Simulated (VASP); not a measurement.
# MgO (Fm-3m) in VASP: settings compared, part 2 of 2

VASP 6.6.1.

## (5) Single point, PBEsol-based global hybrid with 25 % exact exchange

This run uses another cell than the first one, of 9.22 Å³/atom.

POSCAR

```
MgO
1.0
    0.0000000000      2.0970013927      2.0970013927
    2.0970013927      0.0000000000      2.0970013927
    2.0970013927      2.0970013927      0.0000000000
Mg O
1 1
Direct
    0.0000000000      0.0000000000      0.0000000000
    0.5000000000      0.5000000000      0.5000000000
```

INCAR.step1

```
  ALGO = Normal
  EDIFF = 1E-5
  ENCUT = 520
  GGA = PE
  ISIF = 2
  ISMEAR = -1
  LASPH = T
  LCHARG = F
  LREAL = F
  LWAVE = T
  NBANDS = 11
  NELM = 100
  PREC = Accurate
  SIGMA = 0.05
```

INCAR.step2

```
  AEXX = 0.25
  ALGO = Normal
  EDIFF = 1E-7
  ENCUT = 520
  GGA = PS
  ISIF = 2
  ISMEAR = -1
  ISTART = 1
  LASPH = T
  LCHARG = F
  LHFCALC = T
  LREAL = F
  LWAVE = F
  NBANDS = 11
  NELM = 100
  PREC = Accurate
  PRECFOCK = Normal
  SIGMA = 0.05
```

KPOINTS

```
k-points
0
Gamma
  6 6 6
```

Potentials or basis: VASP PAW PBE potentials, release 64 (Mg, O).

Run with:

```console
> cat potpaw_PBE.64/Mg/POTCAR potpaw_PBE.64/O/POTCAR > POTCAR
> cp INCAR.step1 INCAR
> mpirun -np 1 vasp_std > vasp.out
> cp INCAR.step2 INCAR
> mpirun -np 1 vasp_std > vasp.out
```

OUTCAR:

```text
AEXX = 0.25
   EDIFF = 1E-7
   ENCUT = 520
   GGA = PS
   ISIF = 2
   ISMEAR = -1
   ISTART = 1
   LASPH = T
   LHFCALC = T
   LREAL = F
   NELM = 100
   PREC = Accurate
   PRECFOCK = Normal

 ion  position               nearest neighbor table
   1  0.000  0.000  0.000-   2 2.10   2 2.10   2 2.10   2 2.10   2 2.10   2 2.10
   2  0.500  0.500  0.500-   1 2.10   1 2.10   1 2.10   1 2.10   1 2.10   1 2.10

  LATTYP: Found a face centered cubic cell.
 ALAT       =     4.1940027854

  Lattice vectors:
[... 408 lines left out ...]

------------------------ aborting loop because EDIFF is reached ----------------------------------------

  FORCE on cell =-STRESS in cart. coord.  units (eV):
  Direction    XX          YY          ZZ          XY          YZ          ZX
  --------------------------------------------------------------------------------------
  -------------------------------------------------------------------------------------
  Total       -0.3004932     -0.3004932     -0.3004932     -0.0000000      0.0000000      0.0000000
  in kB      -26.1047237    -26.1047237    -26.1047237     -0.0000000      0.0000000      0.0000000
  external PRESSURE =     -26.1047237 kB  Pullay stress =       0.0000000 kB

 VOLUME and BASIS-vectors are now :
 -----------------------------------------------------------------------------
  energy-cutoff  :      520.00
  volume of cell :       18.44
      direct lattice vectors                 reciprocal lattice vectors
     0.000000000  2.097001393  2.097001393    -0.238435702  0.238435702  0.238435702
     2.097001393  0.000000000  2.097001393     0.238435702 -0.238435702  0.238435702
     2.097001393  2.097001393  0.000000000     0.238435702  0.238435702 -0.238435702

 POSITION                                       TOTAL-FORCE (eV/Angst)
 -----------------------------------------------------------------------------------
      0.00000      0.00000      0.00000         0.000000     -0.000000      0.000000
      2.09700      2.09700      2.09700        -0.000000      0.000000     -0.000000
 -----------------------------------------------------------------------------------
    total drift:                               -0.000000     -0.000000     -0.000000

  FREE ENERGIE OF THE ION-ELECTRON SYSTEM (eV)
  ---------------------------------------------------
  free  energy   TOTEN  =       -15.2585733321 eV

  energy  without entropy=      -15.2585733320  energy(sigma->0) =      -15.25857333
```

OUTCAR.step1:

```text
EDIFF = 1E-5
   ENCUT = 520
   GGA = PE
   ISIF = 2
   ISMEAR = -1
[... 434 lines left out ...]
 -----------------------------------------------------------------------------------
      0.00000      0.00000      0.00000         0.000000      0.000000      0.000000
      2.09700      2.09700      2.09700        -0.000000     -0.000000     -0.000000
 -----------------------------------------------------------------------------------
    total drift:                               -0.000000     -0.000000      0.000000

  FREE ENERGIE OF THE ION-ELECTRON SYSTEM (eV)
  ---------------------------------------------------
  free  energy   TOTEN  =       -11.8972898980 eV

  energy  without entropy=      -11.8972898980  energy(sigma->0) =      -11.89728990
```

It took 11 min on 1 thread of Intel Xeon Platinum 8488C (Sapphire Rapids), shared host; peak memory 0.15 GiB.

What came out:

```yaml
Free_energy: -15.2586 eV
Pressure: -2.6 GPa
Band_gap_on_the_k_mesh: 7.27 eV
```

Levels at points of the mesh, in eV from the valence-band top:
```
           k point  band 1  band 2  band 3  band 4  band 5  band 6  band 7  band 8  band 9
(0.00, 0.00, 0.00)  -18.86    0.00    0.00    0.00    7.27   18.50   18.50   18.50   22.40
(0.50, 0.00, 0.00)  -17.46   -5.07   -0.74   -0.74   10.42   15.73   19.15   19.15   23.93
(0.50, 0.50, 0.00)  -17.17   -4.51   -1.51   -1.51   11.50   12.70   16.20   22.27   22.27
```

Caveat: the k points lie up to 0.43 Å⁻¹ apart; the PAW data sets were made with another functional, which shifts forces and pressure a little.

## (6) Single point, LDA

This run uses another cell than the first one, of 9.22 Å³/atom.

INCAR

```
SYSTEM = MgO
PREC = Accurate
ENCUT = 600
EDIFF = 1E-6
ISMEAR = 0
SIGMA = 0.01
LREAL = .False.
LASPH = .True.
NELM = 120
ALGO = Normal
ISIF = 2
LWAVE = .False.
LCHARG = .True.
GGA = CA
LELF = .True.
LVHAR = .True.
NBANDS = 11
GGA_COMPAT = .False.
```

KPOINTS

```
regular mesh
0
Gamma
  11 11 11
  0 0 0
```

POSCAR

```
MgO
1.0
    0.0000000000      2.0970013950      2.0970013950
    2.0970013950      0.0000000000      2.0970013950
    2.0970013950      2.0970013950      0.0000000000
Mg O
1 1
Direct
    0.0000000000      0.0000000000      0.0000000000
    0.5000000000      0.5000000000      0.5000000000
```

Potentials or basis: VASP PAW LDA potentials, release 64 (Mg, O).

Run with:

```console
> cat potpaw_LDA.64/Mg/POTCAR potpaw_LDA.64/O/POTCAR > POTCAR
> mpirun -np 1 vasp_std > vasp.out
```

It took 6.4 s on 1 thread of AMD EPYC 9R45 (Zen 5), shared host; peak memory 0.11 GiB.

It converged, with:

| Property | Result |
| --- | --- |
| Free energy | -13.4379 eV |
| Pressure | -6.0 GPa |
| Band gap on the k mesh | 4.78 eV |

Levels at points of the mesh, in eV from the valence-band top:
```
           k point  band 1  band 2  band 3  band 4  band 5  band 6  band 7  band 8  band 9
(0.00, 0.00, 0.00)  -17.07    0.00    0.00    0.00    4.78   15.60   15.60   15.60   19.66
```

Caveat: the cell stands under tension.

## (7) The runs side by side

```csv
task,level,potentials or basis,cell,k mesh,cutoff (eV),smearing,dipole correction,grid for exact exchange (PRECFOCK),share of exact exchange,screening parameter,tolerance level,gap on the mesh (eV),pressure (GPa),relaxed volume (Å³/atom)
single point,HSE06,"VASP PAW PBE potentials, release 64 (Mg, O)","a = 2.971 Å, angles 60.0°, 2 atoms",6 × 6 × 6,520,fermi-dirac 0.05 eV,no,Normal,0.25,0.2079 1/Å,-,6.52,-0.3,-
relaxation of cell and atoms,HSE06,"VASP PAW PBE potentials, release 64 (Mg, O)","relaxed from a = 2.966 Å, angles 60.0°, 2 atoms",6 × 6 × 6,600,fermi-dirac 0.05 eV,no,Normal,0.25,0.2079 1/Å,-,6.55,-0.1,9.25
relaxation of cell and atoms,HSE06,"VASP PAW PBE potentials, release 64 (Mg, O)","relaxed from a = 2.966 Å, angles 60.0°, 2 atoms",6 × 6 × 6,600,gaussian 0.03 eV,-,Normal,0.25,0.2 1/Å,standard,6.58,0.0,9.24
single point,PBEsol-based global hybrid with 25 % exact exchange,"VASP PAW PBE potentials, release 64 (Mg, O)","a = 2.966 Å, angles 60.0°, 2 atoms",6 × 6 × 6,520,fermi-dirac 0.05 eV,no,Normal,0.25,-,-,7.27,-2.6,-
single point,LDA,"VASP PAW LDA potentials, release 64 (Mg, O)","a = 2.966 Å, angles 60.0°, 2 atoms",11 × 11 × 11,600,gaussian 0.01 eV,no,-,-,-,-,4.78,-6.0,-
```

Alike in all rows: no spin polarisation.

Caveats: some runs use coarse meshes; the PAW data sets were made with another functional, which shifts forces and pressure a little (at least some runs); the cell stands under tension (at least some runs).

Total energies depend on the potentials used, so only differences within one code and one set of settings carry meaning.
